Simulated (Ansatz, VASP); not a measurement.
SnGe3O8 in VASP and in Ansatz

```
CELL_PARAMETERS angstrom
-2.99284 3.21474 3.26485
2.99284 -3.21474 3.26485
2.99284 3.21474 -3.26485
ATOMIC_POSITIONS crystal
Sn 0.00000 0.50000 0.50000
Ge 0.00000 0.00000 0.00000
Ge 0.50000 0.75258 0.25259
Ge 0.50000 0.24741 0.74742
O 0.68810 0.68810 0.00000
O 0.68496 0.18496 0.50000
O 0.80141 0.76633 0.56774
O 0.80141 0.23367 0.03509
O 0.31189 0.31189 0.00000
O 0.31504 0.81504 0.50000
O 0.19859 0.76633 0.96491
O 0.19859 0.23367 0.43226
```

Alike in both runs: functional PBE; k mesh 6 × 6 × 6; occupations gaussian, width 0.02 eV; no spin polarisation.

Ansatz relaxed the structure, and its values are those at the end. VASP's run is a single point on that final structure, the one shown.

|  | VASP | Ansatz |
| --- | --- | --- |
| version | VASP 6.6.1 | Ansatz 0.2.0 |
| potentials or method | VASP PAW PBE potentials, release 64 (Sn_d, Ge_d, O), cutoff 600 eV | scalar-relativistic, plane waves, PAW |
| valence electrons in the cell | 104 | 104 |

Ansatz gave:

| Quantity | Value |
| --- | --- |
| gap on the k mesh at the Fermi level (eV) | 0.91 |
| least direct gap on the mesh (eV) | 0.91 |
| pressure (GPa) | 0.0 |
| rms of the force components (eV/Å) | 0.002 |

Task: Estimate VASP's values.

Result: gap on the k mesh at the Fermi level (eV): 0.90; least direct gap on the mesh (eV): 0.90; pressure (GPa): 0.1; rms of the force components (eV/Å): 0.015.
